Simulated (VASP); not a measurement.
SiS3, 4 atoms in the cell. Symmetry: Fm-3m, No. 225, cubic system. Conventional cell: a = 6.350 Å, b = 6.350 Å, c = 6.350 Å, α = 90.00°, β = 90.00°, γ = 90.00°. Within 3.6 Å of Si (site symmetry m-3m) lie 14 S at 2.75 to 3.17 Å. Within 3.6 Å of S (site symmetry -43m) lie 4 Si at 2.75 Å and 10 S at 2.75 to 3.17 Å. S (site symmetry m-3m) has 8 S at 2.75 Å and 6 Si at 3.17 Å within 3.6 Å. 

```yaml
Program: VASP 6.6.1
Task: single point
Functional: PBE
Potentials_or_basis: VASP PAW PBE potentials, release 64 (Si, S)
Cutoff: 500 eV
k_mesh: 4 × 4 × 4
Occupations: gaussian, width 0.1 eV
Spin: no spin polarisation
Dipole_correction: no
Further_INCAR_settings: ALGO = Normal; EDIFF = 1e-06; NBANDS = 19
```

Potentials or basis: VASP PAW PBE potentials, release 64 (Si, S).

The run is started by

```bash
$ cat potpaw_PBE.64/Si/POTCAR potpaw_PBE.64/S/POTCAR > POTCAR
$ mpirun -np 1 vasp_std > vasp.out
```

Hardware: 1 thread of Intel(R) Xeon(R) Platinum 8488C (Sapphire Rapids) (shared host).

Task: Estimate the wall time of this run.

Result: Run time: 12 s on 1 thread of Intel(R) Xeon(R) Platinum 8488C (Sapphire Rapids), with other jobs on the host, peak memory 0.19 GiB. Counts: scf iterations 14, k points 8.
